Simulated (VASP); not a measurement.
# TiB: relaxation of cell and atoms with PBEsol

Crystal: TiB.

```
Ti B
1.0
     0.00000    2.45683    2.45683
     2.45683    0.00000    2.45683
     2.45683    2.45683    0.00000
Ti B
1 1
Direct
  0.75000 0.75000 0.75000
  0.00000 0.00000 0.00000
```

```yaml
Program: VASP 6.6.1
Task: relaxation of cell and atoms
Functional: PBEsol
Potentials_or_basis: VASP PAW PBE potentials, release 64 (Ti_sv, B)
Cutoff: 600 eV
k_mesh: 14 × 14 × 14
Occupations: fermi-dirac, width 0.15 eV
Spin: no spin polarisation
Target_pressure: 5 GPa
Dipole_correction: no
Further_INCAR_settings: ALGO = Normal; EDIFF = 1e-06; IBRION = 2; EDIFFG = -0.001; NSW = 80; ISIF = 3
```

```
Relaxed volume                                         : 14.21 Å³/atom
Relaxed cell                                           : a = 3.426 Å, b = 3.426 Å, c = 3.426 Å, α = 60.00°, β = 60.00°, γ = 60.00°
Space group after relaxing (to 0.05 Å)                 : F-43m (No. 216)
Energy change on relaxing (the enthalpy is what falls) : +9.3 meV/atom
Ionic steps                                            : 25
Pressure after relaxing                                : 5.0 GPa
```

The path:
```tsv
step	energy change (eV)	largest force (eV/Å)	pressure (GPa)	volume (Å³)
1	0.0000	0.0000	0.07	29.66
2	0.0460	0.0000	8.03	27.74
3	0.0191	0.0000	5.02	28.41
4	0.0184	0.0000	4.92	28.43
5	0.0184	0.0000	4.89	28.43
6	0.0184	0.0000	4.91	28.43
7	0.0184	0.0000	4.89	28.43
8	0.0184	0.0000	4.89	28.43
9	0.0184	0.0000	4.90	28.43
10	0.0184	0.0000	4.90	28.43
11	0.0184	0.0000	4.90	28.43
12	0.0184	0.0000	4.90	28.43
13	0.0185	0.0000	4.91	28.43
14	0.0185	0.0000	4.93	28.43
15	0.0186	0.0000	4.89	28.42
16	0.0189	0.0000	4.92	28.42
17	0.0193	0.0000	4.95	28.40
18	0.0202	0.0000	5.11	28.37
19	0.0196	0.0000	5.08	28.39
20	0.0194	0.0000	5.06	28.40
21	0.0193	0.0000	5.02	28.40
22	0.0193	0.0000	5.04	28.40
23	0.0192	0.0000	5.04	28.40
24	0.0190	0.0000	5.02	28.41
25	0.0186	0.0000	4.99	28.43
```

Final structure:
```xyz
2
Lattice="0.0000 2.4223 2.4223 2.4223 0.0000 2.4223 2.4223 2.4223 0.0000" Properties=species:S:1:pos:R:3 pbc="T T T"
Ti    3.6335    3.6335    3.6335
B     2.4223    0.0000    2.4223
```

Levels at points of the mesh, in eV from the Fermi level:
```csv
k point,band 4,band 5,band 6,band 7,band 8,band 9,band 10,band 11
"(0.00, 0.00, 0.00)",-32.09,-7.95,-1.10,-1.10,-1.10,2.24,2.24,8.60
"(0.50, 0.00, 0.00)",-32.12,-5.49,-2.42,-0.64,-0.64,2.70,2.70,3.48
"(0.50, 0.50, 0.00)",-32.16,-4.60,-3.05,0.61,0.94,0.94,3.02,4.00
```

Wall time 2.8 min on 1 thread of Intel(R) Xeon(R) 6975P-C (Granite Rapids), on a shared host, peak memory 0.2 GiB.

Caveat: the cell is relaxed towards a set pressure, so the enthalpy falls and the energy may rise; the PAW data sets were made with another functional, which shifts forces and pressure a little.
